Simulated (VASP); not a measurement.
# Li2Se (Fm-3m) in VASP: a series of runs

Li2Se is run at these levels: PBE; tasks: single point.

Program: VASP 6.6.1. These are calculated values, not measurements. Logs are shortened: lines on timing, memory, paths and dates and some standing lists are left out, and cuts for length are marked.

### Step 1. The cell of the first run

The structure is cubic, space group Fm-3m (No. 225). Conventional cell: a = 5.884 Å, b = 5.884 Å, c = 5.884 Å, α = 90.00°, β = 90.00°, γ = 90.00°. Within 3.4 Å of Se (site symmetry m-3m) lie 8 Li at 2.55 Å. Within 3.4 Å of Li (site symmetry -43m) lie 4 Se at 2.55 Å and 6 Li at 2.94 Å.

### Step 2. Single point, PBE (volume changed by -6%)

Input file INCAR:

```
SYSTEM = Li2Se
PREC = Accurate ; ENCUT = 750
EDIFF = 1E-6 ; ISMEAR = 0
SIGMA = 0.01 ; LREAL = .FALSE.
LASPH = .TRUE. ; NELM = 120
ALGO = Normal ; ISIF = 2
LWAVE = .FALSE. ; LCHARG = .FALSE.
GGA = PE ; NBANDS = 13
GGA_COMPAT = .FALSE.
```

Input file KPOINTS:

```
regular mesh
0
G
  6 6 6
  0 0 0
```

Input file POSCAR:

```
Li2Se
1.0
    0.0000000000      2.9421208441      2.9421208441
    2.9421208441      0.0000000000      2.9421208441
    2.9421208441      2.9421208441      0.0000000000
Se Li
1 2
Direct
    0.0000000000      0.0000000000      0.0000000000
    0.2500000000      0.2500000000      0.2500000000
    0.7500000000      0.7500000000      0.7500000000
```

Potentials or basis: VASP PAW PBE potentials, release 64 (Se, Li_sv).

Started as:

```sh
> cat potpaw_PBE.64/Se/POTCAR potpaw_PBE.64/Li_sv/POTCAR > POTCAR
> mpirun -np 1 vasp_std > vasp.out
```

OUTCAR:

```text
SYSTEM = Li2Se
   PREC = Accurate
   ENCUT = 750
   EDIFF = 1E-6
   ISMEAR = 0
   LREAL = .FALSE.
   LASPH = .TRUE.
   NELM = 120
   ISIF = 2
   GGA = PE

 ion  position               nearest neighbor table
   1  0.000  0.000  0.000-   2 2.55   3 2.55   3 2.55   3 2.55   3 2.55   2 2.55   2 2.55   2 2.55

   2  0.250  0.250  0.250-   1 2.55   1 2.55   1 2.55   1 2.55
   3  0.750  0.750  0.750-   1 2.55   1 2.55   1 2.55   1 2.55

  LATTYP: Found a face centered cubic cell.
 ALAT       =     5.8842416882

  Lattice vectors:

 A1 = (   0.0000000000,   2.9421208441,   2.9421208441)
 A2 = (   2.9421208441,   0.0000000000,   2.9421208441)
 A3 = (   2.9421208441,   2.9421208441,   0.0000000000)

Analysis of symmetry for initial positions (statically):
=====================================================================
 Subroutine PRICEL returns:
 Original cell was already a primitive cell.

 Routine SETGRP: Setting up the symmetry group for a
 face centered cubic supercell.

 Subroutine GETGRP returns: Found 48 space group operations
 (whereof 48 operations were pure point group operations)
 out of a pool of 48 trial point group operations.

The static configuration has the point symmetry O_h .

Analysis of symmetry for dynamics (positions and initial velocities):
=====================================================================
 Subroutine PRICEL returns:
 Original cell was already a primitive cell.

 Routine SETGRP: Setting up the symmetry group for a
 face centered cubic supercell.

 Subroutine GETGRP returns: Found 48 space group operations
 (whereof 48 operations were pure point group operations)
 out of a pool of 48 trial point group operations.

The dynamic configuration has the point symmetry O_h .

 Subroutine INISYM returns: Found 48 space group operations
 (whereof 48 operations are pure point group operations),
 and found     1 'primitive' translations

----------------------------------------------------------------------------------------

                                     Primitive cell

  volume of cell :      50.9344

  direct lattice vectors                    reciprocal lattice vectors
     0.000000000  2.942120844  2.942120844    -0.169945433  0.169945433  0.169945433
     2.942120844  0.000000000  2.942120844     0.169945433 -0.169945433  0.169945433
     2.942120844  2.942120844  0.000000000     0.169945433  0.169945433 -0.169945433

  length of vectors
     4.160787200  4.160787200  4.160787200     0.294354124  0.294354124  0.294354124

  position of ions in fractional coordinates (direct lattice)
     0.000000000  0.000000000  0.000000000
     0.250000000  0.250000000  0.250000000
     0.750000000  0.750000000  0.750000000

  ion indices of the primitive-cell ions
   primitive index   ion index
                 1           1
                 2           2
                 3           3

----------------------------------------------------------------------------------------

 KPOINTS: regular mesh

Automatic generation of k-mesh.
 Grid dimensions read from file:
 generate k-points for:    6    6    6

 Generating k-lattice:

  Cartesian coordinates                     Fractional coordinates (reciprocal lattice)
    -0.028324239  0.028324239  0.028324239     0.166666667  0.000000000  0.000000000
     0.028324239 -0.028324239  0.028324239     0.000000000  0.166666667  0.000000000
     0.028324239  0.028324239 -0.028324239     0.000000000  0.000000000  0.166666667

  Length of vectors
     0.049059021  0.049059021  0.049059021

  Shift w.r.t. Gamma in fractional coordinates (k-lattice)
     0.000000000  0.000000000  0.000000000

 Subroutine IBZKPT returns following result:
 ===========================================

 Found     16 irreducible k-points:

 Following reciprocal coordinates:
            Coordinates               Weight
  0.000000  0.000000  0.000000      1.000000
  0.166667  0.000000  0.000000      8.000000
  0.333333  0.000000  0.000000      8.000000
  0.500000  0.000000  0.000000      4.000000
  0.166667  0.166667  0.000000      6.000000
  0.333333  0.166667  0.000000     24.000000
[... 8 lines left out ...]
 -0.333333  0.333333  0.166667     24.000000
 -0.333333  0.500000  0.166667     12.000000
   k-points           NKPTS =     16   k-points in BZ     NKDIM =     16   number of bands    NBANDS=     13
   number of dos      NEDOS =    301   number of ions     NIONS =      3
   total plane-waves  NPLWV =  64000
   dimension x,y,z NGX =    40 NGY =   40 NGZ =   40
   dimension x,y,z NGXF=    80 NGYF=   80 NGZF=   80
   ions per type =               1   2
   NGX,Y,Z   is equivalent  to a cutoff of  15.98, 15.98, 15.98 a.u.
   NGXF,Y,Z  is equivalent  to a cutoff of  31.96, 31.96, 31.96 a.u.
 SYSTEM =  Li2Se
   PREC   = accura    normal or accurate (medium, high low for compatibility)
   ISTART =      0    job   : 0-new  1-cont  2-samecut
   ICHARG =      2    charge: 1-file 2-atom 10-const
   ISPIN  =      1    spin polarized calculation?
   LNONCOLLINEAR =      F non collinear calculations
   LSORBIT =      F    spin-orbit coupling
   LASPH  =      T    aspherical Exc in radial PAW
   ENCUT  =  750.0 eV  55.12 Ry    7.42 a.u.   9.29  9.29  9.29*2*pi/ulx,y,z
   NELM   =    120;   NELMIN=  2; NELMDL= -5     # of ELM steps
   EDIFF  = 0.1E-05   stopping-criterion for ELM
   LREAL  =      F    real-space projection
   EDIFFG = 0.1E-04   stopping-criterion for IOM
   NSW    =      0    number of steps for IOM
   IBRION =     -1    ionic relax: 0-MD 1-quasi-New 2-CG
   NFREE  =      0    steps in history (QN), initial steepest desc. (CG)
   ISIF   =      2    stress and relaxation
   ISYM   =      2    0-nonsym 1-usesym 2-fastsym
   POTIM  = 0.5000    time-step for ionic-motion
   TEBEG  =    0.0;   TEEND  =   0.0 temperature during run
   PSTRESS=    0.0 pullay stress
   NELECT =      12.0000    total number of electrons
   NUPDOWN=      -1.0000    fix difference up-down
   EMIN   =  10.00;   EMAX   =-10.00  energy-range for DOS
   EFERMI =   0.00;   METHOD = LEGACY
   ISMEAR =     0;   SIGMA  =   0.01  broadening in eV -4-tet -1-fermi 0-gaus
   EFERMI_NEDOS =   21; number of points for ismear=-14 and -15
   IALGO  =     38    algorithm
   IMIX   =      4    mixing-type and parameters
     AMIX     =   0.40;   BMIX     =  1.00
     AMIX_MAG =   1.60;   BMIX_MAG =  1.00
  volume/ion in A,a.u.               =      16.98       114.57
  Fermi-wavevector in a.u.,A,eV,Ry     =   1.011109  1.910719 13.909806  1.022342
  Thomas-Fermi vector in A             =   2.144139
   LORBIT       =      0    0 simple, 1 ext, 2 COOP (PROOUT), +10 PAW based schemes
   GGA     = PE    functional components
   LHFCALC =     F    Hartree Fock is set to
   AEXX    =    0.0000 exact exchange contribution
   IVDW    =     0    specifies the selected vdW correction
   LEPSILON=     F    determine dielectric tensor
   LRPA    =     F    only Hartree local field effects (RPA)
 non-spin polarized calculation
 Gauss-broadening in eV      SIGMA  =   0.01
  energy-cutoff  :      750.00
  volume of cell :       50.93
 maximum number of plane-waves:      2421
 NGX is ok and might be reduce to    40
   NGX = 19   NGY = 19   NGZ = 19

 number of electron      11.9999998 magnetization

 Free energy of the ion-electron system (eV)
  ---------------------------------------------------
  ext. energy  EPLUGINS =         0.00000000
  ---------------------------------------------------
  free energy    TOTEN  =       -11.10777872 eV

  energy without entropy =      -11.10777872  energy(sigma->0) =      -11.10777872

 E-fermi :   1.4330     XC(G=0):  -8.4885

 val. band max:        1.3533960026   @ k =   0.0000   0.0000   0.0000
 cond. band min:       4.2742311469   @ k =   0.5000   0.5000   0.0000
 fundamental gap:      2.9208351443
 Fermi energy:         1.4329866745

 k-point     1 :       0.0000    0.0000    0.0000
  band No.  band energies     occupation
      1     -43.2643      2.00000
      2     -43.2338      2.00000
      3     -10.2041      2.00000
      4       1.3534      2.00000
      5       1.3534      2.00000
      6       1.3534      2.00000
      7       4.9999      0.00000
      8       6.9999      0.00000
      9       6.9999      0.00000
     10       6.9999      0.00000
     11      12.1192      0.00000
     12      12.1192      0.00000
     13      12.5135      0.00000

 k-point     2 :       0.1667    0.0000    0.0000
  band No.  band energies     occupation
      1     -43.2621      2.00000
      2     -43.2356      2.00000
      3     -10.1101      2.00000
      4       0.2612      2.00000
      5       1.1844      2.00000
      6       1.1844      2.00000
      7       5.7214      0.00000
      8       7.3847      0.00000
      9       7.3847      0.00000
     10       7.7320      0.00000
     11      10.6182      0.00000
     12      10.6182      0.00000
     13      12.7450      0.00000

 k-point     3 :       0.3333    0.0000    0.0000
  band No.  band energies     occupation
      1     -43.2562      2.00000
      2     -43.2409      2.00000
      3      -9.9047      2.00000
      4      -1.1823      2.00000
      5       0.9010      2.00000
      6       0.9010      2.00000
      7       6.4248      0.00000
      8       7.5221      0.00000
      9       7.5221      0.00000
     10       9.0533      0.00000
     11      11.1378      0.00000
     12      11.1378      0.00000
     13      13.5428      0.00000

 k-point     4 :       0.5000    0.0000    0.0000
  band No.  band energies     occupation
      1     -43.2484      2.00000
      2     -43.2484      2.00000
      3      -9.7913      2.00000
      4      -1.7602      2.00000
      5       0.7791      2.00000
      6       0.7791      2.00000
      7       6.7099      0.00000
      8       7.3392      0.00000
      9       7.3392      0.00000
     10       9.5560      0.00000
     11      13.2129      0.00000
     12      13.2129      0.00000
     13      14.2081      0.00000

 k-point     5 :       0.1667    0.1667    0.0000
  band No.  band energies     occupation
      1     -43.2615      2.00000
      2     -43.2361      2.00000
      3     -10.0794      2.00000
      4       0.4483      2.00000
      5       0.8495      2.00000
      6       0.8495      2.00000
      7       5.8818      0.00000
      8       7.1654      0.00000
      9       7.9385      0.00000
     10       7.9385      0.00000
     11       9.4996      0.00000
     12      12.5686      0.00000
     13      13.4073      0.00000
[... 129 lines left out ...]
 k-point    14 :       0.5000    0.3333    0.1667
  band No.  band energies     occupation
      1     -43.2535      2.00000
      2     -43.2433      2.00000
      3      -9.7687      2.00000
      4      -1.0414      2.00000
      5      -0.1950      2.00000
      6       0.3290      2.00000
      7       6.2625      0.00000
      8       7.8972      0.00000
      9       8.4017      0.00000
     10      10.2376      0.00000
     11      10.8347      0.00000
     12      12.9947      0.00000
     13      15.1127      0.00000

 k-point    15 :      -0.3333    0.3333    0.1667
  band No.  band energies     occupation
      1     -43.2483      2.00000
      2     -43.2483      2.00000
      3      -9.6927      2.00000
      4      -1.2229      2.00000
      5      -0.3845      2.00000
      6       0.0415      2.00000
      7       6.6781      0.00000
      8       7.5546      0.00000
      9       9.8394      0.00000
     10      10.3050      0.00000
     11      10.4961      0.00000
     12      12.6020      0.00000
     13      14.2898      0.00000

 k-point    16 :      -0.3333    0.5000    0.1667
  band No.  band energies     occupation
      1     -43.2508      2.00000
      2     -43.2457      2.00000
      3      -9.6606      2.00000
      4      -0.8842      2.00000
      5      -0.4870      2.00000
      6      -0.4612      2.00000
      7       5.6348      0.00000
      8       8.5852      0.00000
      9       9.1409      0.00000
     10      10.8962      0.00000
     11      12.4596      0.00000
     12      13.3878      0.00000
     13      13.5895      0.00000

------------------------ aborting loop because EDIFF is reached ----------------------------------------

  FORCE on cell =-STRESS in cart. coord.  units (eV):
  Direction    XX          YY          ZZ          XY          YZ          ZX
  --------------------------------------------------------------------------------------
  -------------------------------------------------------------------------------------
  Total        0.7232846      0.7232846      0.7232846     -0.0000000     -0.0000000      0.0000000
  in kB       22.7514073     22.7514073     22.7514073     -0.0000000     -0.0000000      0.0000000
  external PRESSURE =      22.7514073 kB  Pullay stress =       0.0000000 kB

 VOLUME and BASIS-vectors are now :
 -----------------------------------------------------------------------------
  energy-cutoff  :      750.00
  volume of cell :       50.93
      direct lattice vectors                 reciprocal lattice vectors
     0.000000000  2.942120844  2.942120844    -0.169945433  0.169945433  0.169945433
     2.942120844  0.000000000  2.942120844     0.169945433 -0.169945433  0.169945433
     2.942120844  2.942120844  0.000000000     0.169945433  0.169945433 -0.169945433

 POSITION                                       TOTAL-FORCE (eV/Angst)
 -----------------------------------------------------------------------------------
      0.00000      0.00000      0.00000         0.000000      0.000000      0.000000
      1.47106      1.47106      1.47106        -0.000000     -0.000000     -0.000000
      4.41318      4.41318      4.41318         0.000000      0.000000      0.000000
 -----------------------------------------------------------------------------------
    total drift:                                0.000000     -0.000000      0.000000

  FREE ENERGIE OF THE ION-ELECTRON SYSTEM (eV)
  ---------------------------------------------------
  free  energy   TOTEN  =       -11.1077787177 eV

  energy  without entropy=      -11.1077787177  energy(sigma->0) =      -11.10777872
```

Wall time 16 s (1 thread of Intel Xeon Platinum 8559C (Emerald Rapids), shared host); peak memory 0.23 GiB.

What came out:

| Item | Value |
| --- | --- |
| Free energy | -11.1078 eV |
| Pressure | 2.3 GPa |
| Band gap on the k mesh | 2.92 eV, indirect (least direct gap 3.65 eV) |

[end of part 1 of 2]
